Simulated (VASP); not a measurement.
# Bi (R-3m) in VASP: settings compared, part 2 of 2

VASP 6.6.1.

## 4. Single point, LDA

This run uses another cell than the first one, of 35.07 Å³/atom, 0.980 times its volume.

The input, INCAR:

```
ALGO = Fast ; EDIFF = 1E-7
ENCUT = 520 ; ISIF = 2
ISMEAR = -1 ; LASPH = T
LCHARG = F ; LREAL = F
LWAVE = F ; NBANDS = 22
NELM = 80 ; PREC = Accurate
SIGMA = 0.05
```

The input, KPOINTS:

```
k-points
0
Gamma
  4 4 4
```

The input, POSCAR:

```
Bi
1.0
    2.2675000000      1.3091417354      3.9380000000
   -2.2675000000      1.3091417354      3.9380000000
    0.0000000000     -2.6182834708      3.9380000000
Bi
2
Direct
    0.7660000000      0.7660000000      0.7660000000
    0.2340000000      0.2340000000      0.2340000000
```

Potentials or basis: VASP PAW LDA potentials, release 64 (Bi_d).

Launch:

```bash
> cat potpaw_LDA.64/Bi_d/POTCAR > POTCAR
> mpirun -np 1 vasp_std > vasp.out
```

OUTCAR:

```text
EDIFF = 1E-7
   ENCUT = 520
   ISIF = 2
   ISMEAR = -1
   LASPH = T
   LREAL = F
   NELM = 80
   PREC = Accurate

 ion  position               nearest neighbor table
   1  0.766  0.766  0.766-   2 3.06   2 3.06   2 3.06   2 3.52   2 3.52   2 3.52
   2  0.234  0.234  0.234-   1 3.06   1 3.06   1 3.06   1 3.52   1 3.52   1 3.52

  LATTYP: Found a trigonal (rhomboedric) cell.
 ALAT       =     4.7289800521
 COS(alpha) =     0.5401781303

  Lattice vectors:

 A1 = (   2.2675000000,   1.3091417354,   3.9380000000)
 A2 = (  -2.2675000000,   1.3091417354,   3.9380000000)
 A3 = (   0.0000000000,  -2.6182834708,   3.9380000000)

Analysis of symmetry for initial positions (statically):
=====================================================================
 Subroutine PRICEL returns:
 Original cell was already a primitive cell.

 Routine SETGRP: Setting up the symmetry group for a
 trigonal (rhombohedral) supercell.

 Subroutine GETGRP returns: Found 12 space group operations
 (whereof 12 operations were pure point group operations)
 out of a pool of 12 trial point group operations.

The static configuration has the point symmetry D_3d.

Analysis of symmetry for dynamics (positions and initial velocities):
=====================================================================
 Subroutine PRICEL returns:
 Original cell was already a primitive cell.

 Routine SETGRP: Setting up the symmetry group for a
 trigonal (rhombohedral) supercell.

 Subroutine GETGRP returns: Found 12 space group operations
 (whereof 12 operations were pure point group operations)
 out of a pool of 12 trial point group operations.

The dynamic configuration has the point symmetry D_3d.

[... 96 lines left out ...]
   PSTRESS=    0.0 pullay stress
   NELECT =      30.0000    total number of electrons
   NUPDOWN=      -1.0000    fix difference up-down
   EMIN   =  10.00;   EMAX   =-10.00  energy-range for DOS
   EFERMI =   0.00;   METHOD = LEGACY
   ISMEAR =    -1;   SIGMA  =   0.05  broadening in eV -4-tet -1-fermi 0-gaus
   EFERMI_NEDOS =   21; number of points for ismear=-14 and -15
   IALGO  =     68    algorithm
   IMIX   =      4    mixing-type and parameters
     AMIX     =   0.40;   BMIX     =  1.00
     AMIX_MAG =   1.60;   BMIX_MAG =  1.00
  volume/ion in A,a.u.               =      35.07       236.66
  Fermi-wavevector in a.u.,A,eV,Ry     =   1.233469  2.330919 20.700530  1.521446
  Thomas-Fermi vector in A             =   2.368198
   LORBIT       =      0    0 simple, 1 ext, 2 COOP (PROOUT), +10 PAW based schemes
   GGA     = CA    functional components
   LHFCALC =     F    Hartree Fock is set to
   AEXX    =    0.0000 exact exchange contribution
   IVDW    =     0    specifies the selected vdW correction
   LEPSILON=     F    determine dielectric tensor
   LRPA    =     F    only Hartree local field effects (RPA)
 non-spin polarized calculation
 RMM-DIIS sequential band-by-band and
  energy-cutoff  :      520.00
  volume of cell :       70.14
 maximum number of plane-waves:      1906
   NGX = 17   NGY = 17   NGZ = 17

 number of electron      30.0000003 magnetization

 Free energy of the ion-electron system (eV)
  ---------------------------------------------------
  ext. energy  EPLUGINS =         0.00000000
  ---------------------------------------------------
  free energy    TOTEN  =        -9.17066635 eV

  energy without entropy =       -9.16161808  energy(sigma->0) =       -9.16614221

 E-fermi :   5.8667     XC(G=0):  -9.8164

 val. band max:        5.8514604912   @ k =   0.5000   0.0000   0.0000
 cond. band min:       6.6281682457   @ k =   0.5000   0.0000   0.0000
 fundamental gap:      0.7767077545
 Fermi energy:         5.8666767013

 k-point     1 :       0.0000    0.0000    0.0000
  band No.  band energies     occupation
      1     -16.7701      2.00000
      2     -16.7701      2.00000
      3     -16.6122      2.00000
      4     -16.6122      2.00000
      5     -16.6001      2.00000
      6     -16.4284      2.00000
[... 314 lines left out ...]
     21      15.1987      0.00000
     22      15.2335      0.00000

------------------------ aborting loop because EDIFF is reached ----------------------------------------

  FORCE on cell =-STRESS in cart. coord.  units (eV):
  Direction    XX          YY          ZZ          XY          YZ          ZX
  --------------------------------------------------------------------------------------
  -------------------------------------------------------------------------------------
  Total       -0.6240209     -0.6240209     -0.9033167      0.0000000      0.0000000      0.0000000
  in kB      -14.2543944    -14.2543945    -20.6342989      0.0000000      0.0000000      0.0000000
  external PRESSURE =     -16.3810293 kB  Pullay stress =       0.0000000 kB

 VOLUME and BASIS-vectors are now :
 -----------------------------------------------------------------------------
  energy-cutoff  :      520.00
  volume of cell :       70.14
      direct lattice vectors                 reciprocal lattice vectors
     2.267500000  1.309141735  3.938000000     0.220507166  0.127309872  0.084645336
    -2.267500000  1.309141735  3.938000000    -0.220507166  0.127309872  0.084645336
     0.000000000 -2.618283471  3.938000000     0.000000000 -0.254619744  0.084645336

 POSITION                                       TOTAL-FORCE (eV/Angst)
 -----------------------------------------------------------------------------------
      0.00000      0.00000      9.04952         0.000000     -0.000000      0.164125
      0.00000      0.00000      2.76448         0.000000      0.000000     -0.164125
 -----------------------------------------------------------------------------------
    total drift:                               -0.000000      0.000000     -0.000000

  FREE ENERGIE OF THE ION-ELECTRON SYSTEM (eV)
  ---------------------------------------------------
  free  energy   TOTEN  =        -9.1706663462 eV

  energy  without entropy=       -9.1616180761  energy(sigma->0) =       -9.16614221
```

OSZICAR:

```text
N       E                     dE             d eps       ncg     rms          rms(c)
DAV:   1     0.306806863129E+03    0.30681E+03   -0.16107E+04   572   0.164E+03
DAV:   2     0.165542262709E+02   -0.29025E+03   -0.28188E+03   584   0.432E+02
DAV:   3    -0.830312028172E+01   -0.24857E+02   -0.24535E+02   688   0.142E+02
DAV:   4    -0.915928769760E+01   -0.85617E+00   -0.85568E+00   710   0.289E+01
DAV:   5    -0.919527835487E+01   -0.35991E-01   -0.35989E-01   804   0.532E+00    0.106E+00
RMM:   6    -0.917772905688E+01    0.17549E-01   -0.17287E-02   694   0.137E+00    0.623E-01
RMM:   7    -0.917035949236E+01    0.73696E-02   -0.19460E-02   667   0.126E+00    0.105E-01
RMM:   8    -0.917051549154E+01   -0.15600E-03   -0.43703E-03   791   0.727E-01    0.243E-02
RMM:   9    -0.917065879692E+01   -0.14331E-03   -0.16109E-03   941   0.308E-01    0.270E-02
RMM:  10    -0.917066137939E+01   -0.25825E-05   -0.16290E-04   807   0.114E-01    0.118E-02
RMM:  11    -0.917066564996E+01   -0.42706E-05   -0.56160E-05   942   0.541E-02    0.271E-03
RMM:  12    -0.917066624173E+01   -0.59178E-06   -0.83067E-06   944   0.215E-02    0.228E-03
RMM:  13    -0.917066631871E+01   -0.76976E-07   -0.13455E-06   762   0.106E-02    0.739E-04
RMM:  14    -0.917066634624E+01   -0.27535E-07   -0.43505E-07   466   0.498E-03
   1 F= -.91706663E+01 E0= -.91661422E+01  d E =-.904827E-02
```

stdout:

```text
POSCAR found type information on POSCAR Bi
 POSCAR found :  1 types and       2 ions
 scaLAPACK will be used
 LDA part: xc-table for (Slater(with rela. corr.)+CA(PZ))
 , standard interpolation
 POSCAR, INCAR and KPOINTS ok, starting setup
 FFT: planning ... GRIDC
 FFT: planning ... GRID_SOFT
 FFT: planning ... GRID
 WAVECAR not read
 entering main loop
```

It took 28 s on 1 thread of AMD EPYC 7R13, shared host; peak memory 0.17 GiB.

What came out:

- Free energy: -9.1707 eV
- Pressure: -1.6 GPa
- Largest force: 0.164 eV/Å

Forces in eV/Å, atoms in the order of the input:
```
Bi   0.000  0.000  0.164
Bi   0.000  0.000 -0.164
```

Stress tensor (GPa, compression positive):
```
-1.43  0.00  0.00
 0.00 -1.43  0.00
 0.00  0.00 -2.06
```

Caveat: the k points lie up to 0.42 Å⁻¹ apart; spin-orbit coupling is left out, which moves the levels of the heavy elements.

## 5. Single point, PBEsol

This run uses another cell than the first one, of 35.07 Å³/atom, 0.980 times its volume.

The input, INCAR:

```
SYSTEM = Bi
  PREC = Accurate
  ENCUT = 520
  EDIFF = 1E-6
  ISMEAR = -1
  SIGMA = 0.05
  LREAL = .False.
  LASPH = .True.
  NELM = 100
  ALGO = Normal
  ISIF = 2
  LWAVE = .False.
  LCHARG = .True.
  GGA = PS
  LELF = .True.
  LVHAR = .True.
  NBANDS = 22
```

The input, KPOINTS:

```
Automatic mesh
0
Gamma
  4 4 4
  0 0 0
```

POSCAR is that of step 4.

Potentials or basis: VASP PAW PBE potentials, release 64 (Bi_d).

Launch:

```bash
> cat potpaw_PBE.64/Bi_d/POTCAR > POTCAR
> mpirun -np 1 vasp_std > vasp.out
```

Run time: 25 s. Hardware: 1 thread of AMD EPYC 7R13, shared host; peak memory 0.2 GiB.

Results (log left out):

```yaml
Free_energy: -8.6623 eV
Pressure: -0.6 GPa
Largest_force: 0.095 eV/Å
```

Forces on the atoms (eV/Å):
```
Bi   0.000  0.000  0.095
Bi   0.000  0.000 -0.095
```

Stress tensor (GPa, compression positive):
```
-0.33  0.00  0.00
 0.00 -0.33  0.00
 0.00  0.00 -1.01
```

Levels at points of the mesh, in eV from the Fermi level:
```csv
k point,band 11,band 12,band 13,band 14,band 15,band 16,band 17,band 18,band 19,band 20
"(0.00, 0.00, 0.00)",-12.87,-7.21,-1.23,-0.96,-0.96,2.77,3.24,3.24,5.87,6.02
"(0.50, 0.00, 0.00)",-10.93,-10.29,-1.07,-0.92,-0.02,-0.02,0.77,1.27,7.72,8.71
"(0.50, 0.50, 0.00)",-11.03,-9.21,-4.47,-2.78,-2.66,2.58,5.23,5.69,7.07,9.64
"(0.50, 0.50, 0.50)",-11.62,-9.69,-0.69,-0.34,-0.34,0.93,0.93,0.97,7.23,9.30
```

Caveat: the k points lie up to 0.42 Å⁻¹ apart; the PAW data sets were made with another functional, which shifts forces and pressure a little; spin-orbit coupling is left out, which moves the levels of the heavy elements.

## 6. Single point, PBE

This run uses another cell than the first one, of 35.07 Å³/atom, 0.980 times its volume.

The input, INCAR:

```
SYSTEM = Bi
  PREC = Accurate
  ENCUT = 520
  EDIFF = 1E-6
  ISMEAR = -1
  SIGMA = 0.05
  LREAL = .FALSE.
  LASPH = .TRUE.
  NELM = 60
  ALGO = Normal
  ISIF = 2
  LWAVE = .FALSE.
  LCHARG = .FALSE.
  GGA = PE
  NBANDS = 22
```

The input, KPOINTS:

```
regular mesh
0
G
  4 4 4
  0 0 0
```

POSCAR is that of step 5.

Potentials or basis: VASP PAW PBE potentials, release 64 (Bi_d).

Launch:

```bash
> cat potpaw_PBE.64/Bi_d/POTCAR > POTCAR
> mpirun -np 1 vasp_std > vasp.out
```

Run time: 17 s. Hardware: 1 thread of AMD EPYC 7R13 (Zen 3), shared host; peak memory 0.17 GiB.

It converged, with:

| Property | Result |
| --- | --- |
| Free energy | -7.8121 eV |
| Pressure | 1.9 GPa |
| Largest force | 0.025 eV/Å |

Forces on the atoms (eV/Å):
```
Bi   0.000  0.000  0.025
Bi   0.000  0.000 -0.025
```

Stress tensor (GPa, compression positive):
```
2.14 0.00 0.00
0.00 2.14 0.00
0.00 0.00 1.48
```

Levels at points of the mesh, in eV from the Fermi level:
| k point | band 11 | band 12 | band 13 | band 14 | band 15 | band 16 | band 17 | band 18 | band 19 | band 20 |
| --- | --- | --- | --- | --- | --- | --- | --- | --- | --- | --- |
| (0.00, 0.00, 0.00) | -12.87 | -7.20 | -1.24 | -0.97 | -0.97 | 2.76 | 3.22 | 3.22 | 5.88 | 6.03 |
| (0.50, 0.00, 0.00) | -10.94 | -10.29 | -1.08 | -0.93 | -0.02 | -0.01 | 0.77 | 1.26 | 7.76 | 8.73 |
| (0.50, 0.50, 0.00) | -11.03 | -9.21 | -4.47 | -2.79 | -2.68 | 2.61 | 5.21 | 5.69 | 7.06 | 9.67 |
| (0.50, 0.50, 0.50) | -11.63 | -9.69 | -0.68 | -0.36 | -0.36 | 0.92 | 0.92 | 0.97 | 7.26 | 9.32 |

Caveat: the k points lie up to 0.42 Å⁻¹ apart; spin-orbit coupling is left out, which moves the levels of the heavy elements.

## 7. The runs side by side

| level | potentials or basis | cell | k mesh | gap on the mesh (eV) | pressure (GPa) | largest force (eV/Å) |
| --- | --- | --- | --- | --- | --- | --- |
| PBE | VASP PAW PBE potentials, release 64 (Bi_d) | a = 4.795 Å, angles 56.4°, 2 atoms | 6 × 6 × 6 | none | 1.2 | 0.02 |
| PBE | VASP PAW PBE potentials, release 64 (Bi_d) | a = 4.861 Å, angles 55.6°, 2 atoms | 6 × 6 × 6 | none | 0.4 | 0.10 |
| LDA | VASP PAW LDA potentials, release 64 (Bi_d) | a = 4.729 Å, angles 57.3°, 2 atoms | 4 × 4 × 4 | - | -1.6 | 0.16 |
| PBEsol | VASP PAW PBE potentials, release 64 (Bi_d) | a = 4.729 Å, angles 57.3°, 2 atoms | 4 × 4 × 4 | - | -0.6 | 0.09 |
| PBE | VASP PAW PBE potentials, release 64 (Bi_d) | a = 4.729 Å, angles 57.3°, 2 atoms | 4 × 4 × 4 | - | 1.9 | 0.02 |

Alike in all rows: task single point; no spin polarisation; cutoff (eV) 520; smearing fermi-dirac 0.05 eV.

Caveats: some runs use coarse meshes; spin-orbit coupling is left out, which moves the levels of the heavy elements; the PAW data sets were made with another functional, which shifts forces and pressure a little (some runs).

Total energies depend on the potentials used, so only differences within one code and one set of settings carry meaning.
